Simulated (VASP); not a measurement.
# KF (Fm-3m) in VASP: settings compared, part 2 of 2

VASP 6.6.1. Earlier steps stand in the parts before.

## 3. Single point, RPBE (20.92 Å³/atom)

This run uses another cell than the first one, of 20.92 Å³/atom.

File INCAR:

```
SYSTEM = KF
PREC = Accurate
ENCUT = 520
EDIFF = 1E-6
ISMEAR = 0
SIGMA = 0.05
LREAL = .False.
LASPH = .True.
NELM = 60
ALGO = Normal
ISIF = 2
LWAVE = .False.
LCHARG = .False.
GGA = RP
NBANDS = 15
```

File KPOINTS:

```
regular mesh
0
Gamma
  8 8 8
  0 0 0
```

File POSCAR:

```
KF
1.0
    0.0000000000      2.7554372887      2.7554372887
    2.7554372887      0.0000000000      2.7554372887
    2.7554372887      2.7554372887      0.0000000000
K F
1 1
Direct
    0.0000000000      0.0000000000      0.0000000000
    0.5000000000      0.5000000000      0.5000000000
```

Potentials or basis: VASP PAW PBE potentials, release 64 (K_sv, F).

The run is started by

```
$ cat potpaw_PBE.64/K_sv/POTCAR potpaw_PBE.64/F/POTCAR > POTCAR
$ mpirun -np 1 vasp_std > vasp.out
```

OUTCAR:

```text
SYSTEM = KF
   PREC = Accurate
   ENCUT = 520
   EDIFF = 1E-6
   ISMEAR = 0
   LREAL = .False.
   LASPH = .True.
   NELM = 60
   ISIF = 2
   GGA = RP

 ion  position               nearest neighbor table
   1  0.000  0.000  0.000-   2 2.76   2 2.76   2 2.76   2 2.76   2 2.76   2 2.76
   2  0.500  0.500  0.500-   1 2.76   1 2.76   1 2.76   1 2.76   1 2.76   1 2.76

  LATTYP: Found a face centered cubic cell.
 ALAT       =     5.5108745774

  Lattice vectors:

 A1 = (   0.0000000000,   2.7554372887,   2.7554372887)
 A2 = (   2.7554372887,   0.0000000000,   2.7554372887)
 A3 = (   2.7554372887,   2.7554372887,   0.0000000000)

Analysis of symmetry for initial positions (statically):
=====================================================================
 Subroutine PRICEL returns:
 Original cell was already a primitive cell.

 Routine SETGRP: Setting up the symmetry group for a
 face centered cubic supercell.

 Subroutine GETGRP returns: Found 48 space group operations
 (whereof 48 operations were pure point group operations)
 out of a pool of 48 trial point group operations.

The static configuration has the point symmetry O_h .

Analysis of symmetry for dynamics (positions and initial velocities):
=====================================================================
 Subroutine PRICEL returns:
 Original cell was already a primitive cell.

 Routine SETGRP: Setting up the symmetry group for a
 face centered cubic supercell.

 Subroutine GETGRP returns: Found 48 space group operations
 (whereof 48 operations were pure point group operations)
 out of a pool of 48 trial point group operations.

The dynamic configuration has the point symmetry O_h .

 Subroutine INISYM returns: Found 48 space group operations
 (whereof 48 operations are pure point group operations),
 and found     1 'primitive' translations

----------------------------------------------------------------------------------------

                                     Primitive cell

  volume of cell :      41.8410

  direct lattice vectors                    reciprocal lattice vectors
     0.000000000  2.755437289  2.755437289    -0.181459401  0.181459401  0.181459401
[... 121 lines left out ...]
 maximum number of plane-waves:      1158
 NGX is ok and might be reduce to    30
   NGX = 15   NGY = 15   NGZ = 15

 number of electron      15.9999996 magnetization

 Free energy of the ion-electron system (eV)
  ---------------------------------------------------
  ext. energy  EPLUGINS =         0.00000000
  ---------------------------------------------------
  free energy    TOTEN  =        -7.91542984 eV

  energy without entropy =       -7.91542984  energy(sigma->0) =       -7.91542984

 E-fermi :  -2.4803     XC(G=0):  -7.5593

 val. band max:       -2.8010718870   @ k =   0.0000   0.0000   0.0000
 cond. band min:       3.2218558201   @ k =   0.0000   0.0000   0.0000
 fundamental gap:      6.0229277070
 Fermi energy:        -2.4802657922

 k-point     1 :       0.0000    0.0000    0.0000
  band No.  band energies     occupation
      1     -29.3976      2.00000
      2     -21.5322      2.00000
      3     -12.6660      2.00000
      4     -12.6660      2.00000
      5     -12.6660      2.00000
      6      -2.8011      2.00000
      7      -2.8011      2.00000
      8      -2.8011      2.00000
      9       3.2219      0.00000
     10       7.7117      0.00000
     11       7.7117      0.00000
     12       7.7117      0.00000
     13       9.2064      0.00000
     14       9.2064      0.00000
[... 401 lines left out ...]
      2     -21.5644      2.00000
      3     -12.9005      2.00000
      4     -12.8181      2.00000
      5     -12.7225      2.00000
      6      -3.2858      2.00000
      7      -3.0314      2.00000
      8      -3.0242      2.00000
      9       6.4487      0.00000
     10       7.0844      0.00000
     11       8.4567      0.00000
     12       9.4701      0.00000
     13      10.5709      0.00000
     14      11.5359      0.00000
     15      11.6828      0.00000

 [... further k-points ...]

------------------------ aborting loop because EDIFF is reached ----------------------------------------

  FORCE on cell =-STRESS in cart. coord.  units (eV):
  Direction    XX          YY          ZZ          XY          YZ          ZX
  --------------------------------------------------------------------------------------
  -------------------------------------------------------------------------------------
  Total        0.2523451      0.2523451      0.2523451      0.0000000     -0.0000000      0.0000000
  in kB        9.6628213      9.6628213      9.6628213      0.0000000     -0.0000000      0.0000000
  external PRESSURE =       9.6628213 kB  Pullay stress =       0.0000000 kB

 VOLUME and BASIS-vectors are now :
 -----------------------------------------------------------------------------
  energy-cutoff  :      520.00
  volume of cell :       41.84
      direct lattice vectors                 reciprocal lattice vectors
     0.000000000  2.755437289  2.755437289    -0.181459401  0.181459401  0.181459401
     2.755437289  0.000000000  2.755437289     0.181459401 -0.181459401  0.181459401
     2.755437289  2.755437289  0.000000000     0.181459401  0.181459401 -0.181459401

 POSITION                                       TOTAL-FORCE (eV/Angst)
 -----------------------------------------------------------------------------------
      0.00000      0.00000      0.00000        -0.000000      0.000000     -0.000000
      2.75544      2.75544      2.75544         0.000000     -0.000000      0.000000
 -----------------------------------------------------------------------------------
    total drift:                                0.000000      0.000000      0.000000

  FREE ENERGIE OF THE ION-ELECTRON SYSTEM (eV)
  ---------------------------------------------------
  free  energy   TOTEN  =        -7.9154298384 eV

  energy  without entropy=       -7.9154298384  energy(sigma->0) =       -7.91542984
```

OSZICAR:

```text
N       E                     dE             d eps       ncg     rms          rms(c)
DAV:   1     0.113127931644E+03    0.11313E+03   -0.81623E+03   870   0.101E+03
DAV:   2    -0.400648037456E+01   -0.11713E+03   -0.10900E+03  1153   0.284E+02
DAV:   3    -0.907215532220E+01   -0.50657E+01   -0.50444E+01  1166   0.522E+01
DAV:   4    -0.921686447154E+01   -0.14471E+00   -0.14470E+00  1182   0.800E+00
DAV:   5    -0.921782586133E+01   -0.96139E-03   -0.96139E-03  1196   0.662E-01    0.637E+00
DAV:   6    -0.790918411338E+01    0.13086E+01   -0.38345E+00   940   0.141E+01    0.331E+00
DAV:   7    -0.789493716869E+01    0.14247E-01   -0.62982E-02  1087   0.224E+00    0.186E+00
DAV:   8    -0.791071400420E+01   -0.15777E-01   -0.71576E-02   919   0.261E+00    0.212E-01
DAV:   9    -0.791400946197E+01   -0.32955E-02   -0.56454E-03  1094   0.605E-01    0.137E-01
DAV:  10    -0.791525995139E+01   -0.12505E-02   -0.10609E-03   905   0.276E-01    0.621E-02
DAV:  11    -0.791541960316E+01   -0.15965E-03   -0.19185E-04   940   0.128E-01    0.190E-02
DAV:  12    -0.791542782799E+01   -0.82248E-05   -0.19572E-05   975   0.418E-02    0.465E-03
DAV:  13    -0.791542974850E+01   -0.19205E-05   -0.66962E-06   926   0.231E-02    0.289E-03
DAV:  14    -0.791542983841E+01   -0.89914E-07   -0.29379E-07   869   0.490E-03
   1 F= -.79154298E+01 E0= -.79154298E+01  d E =-.226398E-21
```

Run time: 41 s. Hardware: 1 thread of Intel Xeon 8259CL, shared host; peak memory 0.17 GiB.

Results:

| Item | Value |
| --- | --- |
| Free energy | -7.9154 eV |
| Pressure | 1.0 GPa |
| Band gap on the k mesh | 6.02 eV |

Caveat: the PAW data sets were made with another functional, which shifts forces and pressure a little.
